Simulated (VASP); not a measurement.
# CdS (P6_3mc) in VASP: notebook, part 2 of 2

VASP 6.6.1. Earlier steps stand in the parts before.

## 3. Relaxation of cell and atoms, PBE

This run uses another cell than the first one, of 26.08 Å³/atom, 1.224 times its volume.

INCAR

```
ALGO = Normal ; EDIFF = 1E-7
EDIFFG = -0.01 ; ENCUT = 600
GGA = PE ; IBRION = 2
ISIF = 3 ; ISMEAR = 0
LASPH = T ; LCHARG = F
LREAL = F ; LWAVE = F
NELM = 80 ; NSW = 80
PREC = Accurate ; SIGMA = 0.02
```

KPOINTS

```
k-points
0
Gamma
  6 6 4
```

POSCAR

```
CdS
1.0
    4.1988951754      0.0000000000      0.0000000000
   -2.0994475877      3.6363498897      0.0000000000
    0.0000000000      0.0000000000      6.8309974538
Cd S
2 2
Direct
    0.6666666667      0.3333333333      0.5018506384
    0.3333333333      0.6666666667      0.0018506384
    0.6666666667      0.3333333333      0.8784593616
    0.3333333333      0.6666666667      0.3784593616
```

Potentials or basis: VASP PAW PBE potentials, release 64 (Cd, S).

Command:

```sh
$ cat potpaw_PBE.64/Cd/POTCAR potpaw_PBE.64/S/POTCAR > POTCAR
$ mpirun -np 1 vasp_std > vasp.out
```

OUTCAR:

```text
EDIFF = 1E-7
   EDIFFG = -0.01
   ENCUT = 600
   GGA = PE
   IBRION = 2
   ISIF = 3
   ISMEAR = 0
   LASPH = T
   LREAL = F
   NELM = 80
   NSW = 80
   PREC = Accurate

 ion  position               nearest neighbor table
   1  0.667  0.333  0.502-   4 2.57   4 2.57   4 2.57   3 2.57
   2  0.333  0.667  0.002-   3 2.57   3 2.57   3 2.57   4 2.57
   3  0.667  0.333  0.878-   2 2.57   2 2.57   2 2.57   1 2.57
   4  0.333  0.667  0.378-   1 2.57   1 2.57   1 2.57   2 2.57

  LATTYP: Found a hexagonal cell.
 ALAT       =     4.1988951754
 C/A-ratio  =     1.6268559153

  Lattice vectors:

 A1 = (   4.1988951754,   0.0000000000,   0.0000000000)
 A2 = (  -2.0994475877,   3.6363498897,   0.0000000000)
 A3 = (   0.0000000000,   0.0000000000,   6.8309974538)

Analysis of symmetry for initial positions (statically):
=====================================================================
 Subroutine PRICEL returns:
 Original cell was already a primitive cell.

 Routine SETGRP: Setting up the symmetry group for a
 hexagonal supercell.

 Subroutine GETGRP returns: Found 12 space group operations
[... 216 lines left out ...]

 E-fermi :   0.9886     XC(G=0):  -8.8922

 val. band max:        0.8656771377   @ k =   0.0000   0.0000   0.0000
 cond. band min:       1.9649567156   @ k =   0.0000   0.0000   0.0000
 fundamental gap:      1.0992795779
 Fermi energy:         0.9885588675

 k-point     1 :       0.0000    0.0000    0.0000
  band No.  band energies     occupation
      1     -11.1897      2.00000
      2     -10.8070      2.00000
      3      -6.6666      2.00000
      4      -6.6608      2.00000
      5      -6.6608      2.00000
      6      -6.5877      2.00000
[... 514 lines left out ...]
     21       6.9797      0.00000
     22       6.9797      0.00000

------------------------ aborting loop because EDIFF is reached ----------------------------------------

  FORCE on cell =-STRESS in cart. coord.  units (eV):
  Direction    XX          YY          ZZ          XY          YZ          ZX
  --------------------------------------------------------------------------------------
  -------------------------------------------------------------------------------------
  Total       -0.0291428     -0.0291428     -0.0270327      0.0000000      0.0000000      0.0000000
  in kB       -0.4457306     -0.4457306     -0.4134574      0.0000000      0.0000000      0.0000000
  external PRESSURE =      -0.4349728 kB  Pullay stress =       0.0000000 kB

 VOLUME and BASIS-vectors are now :
 -----------------------------------------------------------------------------
  energy-cutoff  :      600.00
  volume of cell :      104.75
      direct lattice vectors                 reciprocal lattice vectors
     4.204927720  0.000000000  0.000000000     0.237816216  0.137303256  0.000000000
    -2.102463860  3.641574226 -0.000000000     0.000000000  0.274606513  0.000000000
     0.000000000  0.000000000  6.841030101    -0.000000000  0.000000000  0.146176816

 POSITION                                       TOTAL-FORCE (eV/Angst)
 -----------------------------------------------------------------------------------
      2.10246      1.21386      3.43320        -0.000000      0.000000      0.000183
     -0.00000      2.42772      0.01268         0.000000     -0.000000      0.000183
      2.10246      1.21386      6.00954        -0.000000     -0.000000     -0.000183
     -0.00000      2.42772      2.58903         0.000000      0.000000     -0.000183
 -----------------------------------------------------------------------------------
    total drift:                               -0.000000     -0.000000     -0.000493

  FREE ENERGIE OF THE ION-ELECTRON SYSTEM (eV)
  ---------------------------------------------------
  free  energy   TOTEN  =       -12.2975934992 eV

  energy  without entropy=      -12.2975934992  energy(sigma->0) =      -12.29759350

 reached required accuracy - stopping structural energy minimisation
```

OSZICAR:

```text
N       E                     dE             d eps       ncg     rms          rms(c)
DAV:   1     0.269215792131E+03    0.26922E+03   -0.19127E+04   924   0.167E+03
DAV:   2     0.262526858593E+01   -0.26659E+03   -0.26065E+03  1008   0.374E+02
DAV:   3    -0.132149148302E+02   -0.15840E+02   -0.15785E+02  1122   0.902E+01
DAV:   4    -0.133983600921E+02   -0.18345E+00   -0.18336E+00  1038   0.988E+00
[... 16 lines left out ...]
DAV:   3    -0.122977028078E+02    0.58844E-03   -0.17950E-03  1020   0.385E-01    0.182E-01
DAV:   4    -0.122976174325E+02    0.85375E-04   -0.91398E-05   936   0.819E-02    0.440E-02
DAV:   5    -0.122975940373E+02    0.23395E-04   -0.62791E-05  1146   0.912E-02    0.120E-02
DAV:   6    -0.122975934911E+02    0.54622E-06   -0.58697E-06   960   0.240E-02    0.455E-03
DAV:   7    -0.122975934992E+02   -0.81141E-08   -0.58656E-08   720   0.184E-03
   2 F= -.12297593E+02 E0= -.12297593E+02  d E =-.189057E-03
```

CONTCAR:

```text
CdS
   1.00000000000000
     4.2049277197815327    0.0000000000000000    0.0000000000000000
    -2.1024638598907663    3.6415742263837596   -0.0000000000000000
     0.0000000000000000    0.0000000000000000    6.8410301005737324
  Cd              S
     2     2
Direct
     0.6666666667000030    0.3333333332999970    0.5018540650459491
     0.3333333332999970    0.6666666667000030    0.0018540650459491
     0.6666666667000030    0.3333333332999970    0.8784559349540524
     0.3333333332999970    0.6666666667000030    0.3784559349540524

  0.00000000E+00  0.00000000E+00  0.00000000E+00
  0.00000000E+00  0.00000000E+00  0.00000000E+00
  0.00000000E+00  0.00000000E+00  0.00000000E+00
  0.00000000E+00  0.00000000E+00  0.00000000E+00
```

Wall time 62 s (1 thread of Intel Xeon Platinum 8559C (Emerald Rapids), shared host); peak memory 0.28 GiB.

What came out:

| Quantity | Value |
| --- | --- |
| Free energy | -12.2976 eV |
| Relaxed volume | 26.19 Å³/atom |
| Relaxed cell | a = 4.205 Å, b = 4.205 Å, c = 6.841 Å, α = 90.00°, β = 90.00°, γ = 120.00° |
| Space group after relaxing (to 0.05 Å) | P6_3mc (No. 186) |
| Energy gained by relaxing | 0.0 meV/atom |
| Ionic steps | 2 |
| Pressure after relaxing | 0.0 GPa |
| Band gap on the k mesh | 1.10 eV, direct |

The path:
| step | energy change (eV) | largest force (eV/Å) | pressure (GPa) | volume (Å³) |
| --- | --- | --- | --- | --- |
| 1 | 0.0000 | 0.0005 | 0.18 | 104.30 |
| 2 | -0.0002 | 0.0002 | -0.04 | 104.75 |

Final structure:
```yaml
crystal:
  lattice:
    - [4.20493, 0.00000, 0.00000]
    - [-2.10246, 3.64157, 0.00000]
    - [0.00000, 0.00000, 6.84103]
  atoms:
    - { symbol: Cd, position: [0.66667, 0.33333, 0.50185] }
    - { symbol: Cd, position: [0.33333, 0.66667, 0.00185] }
    - { symbol: S, position: [0.66667, 0.33333, 0.87846] }
    - { symbol: S, position: [0.33333, 0.66667, 0.37846] }
```

Levels at points of the mesh, in eV from the valence-band top:
```tsv
k point	band 16	band 17	band 18	band 19	band 20	band 21
(0.00, 0.00, 0.00)	-0.04	0.00	0.00	1.10	2.73	6.48
(0.50, 0.00, 0.00)	-1.71	-1.17	-0.69	3.61	3.87	5.12
(0.00, 0.00, 0.50)	-0.35	-0.35	-0.35	2.74	2.74	6.13
(0.50, 0.00, 0.50)	-1.22	-1.21	-1.21	3.45	3.45	5.35
```
